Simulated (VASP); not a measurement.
Runs of VASP 6.6.1 on P. The structure is that of space group P6_3/mmc (No. 194), or close to it. The cells are those of the table. This isn't the form of P at room conditions, which is orthorhombic.

```tsv
task	cell	k mesh	cutoff (eV)	gap on the mesh (eV)	pressure (GPa)
single point	a = 2.640, b = 2.640, c = 9.917 Å, angles 90.0, 90.0, 120.0°, 4 atoms	15 × 15 × 4	520	none	-0.7
single point	a = 2.640, b = 2.640, c = 9.917 Å, angles 90.0, 90.0, 120.0°, 4 atoms	13 × 13 × 4	520	none	-0.5
single point	a = 2.708, b = 2.708, c = 10.175 Å, angles 90.0, 90.0, 120.0°, 4 atoms	15 × 15 × 4	520	none	-6.2
single point	a = 2.640, b = 2.640, c = 9.917 Å, angles 90.0, 90.0, 120.0°, 4 atoms	18 × 18 × 5	520	none	-0.5
relaxation of cell and atoms	relaxed from a = 2.782, b = 2.782, c = 9.086 Å, angles 90.0, 90.0, 120.0°, 4 atoms	13 × 13 × 4	600	-	0.0
single point	a = 2.530, b = 2.530, c = 9.503 Å, angles 90.0, 90.0, 120.0°, 4 atoms	15 × 15 × 4	520	none	(a)
single point	a = 2.567, b = 2.567, c = 9.645 Å, angles 90.0, 90.0, 120.0°, 4 atoms	15 × 15 × 4	520	none	(b)
single point	a = 2.604, b = 2.604, c = 9.783 Å, angles 90.0, 90.0, 120.0°, 4 atoms	15 × 15 × 4	520	none	3.0
```

Alike in all rows: level RPBE; potentials or basis VASP PAW PBE potentials, release 64 (P); no spin polarisation; smearing fermi-dirac 0.1 eV.

Q: Fill in the values left out.

A: (a) 13.0; (b) 7.5.

Caveats: the PAW data sets were made with another functional, which shifts forces and pressure a little; the cell stands under pressure (at least some runs); the cell stands under tension (at least some runs); the highest band is partly filled, so the run has too few bands (at least some runs).

A gap of «none» marks levels without a gap at the run's occupations.
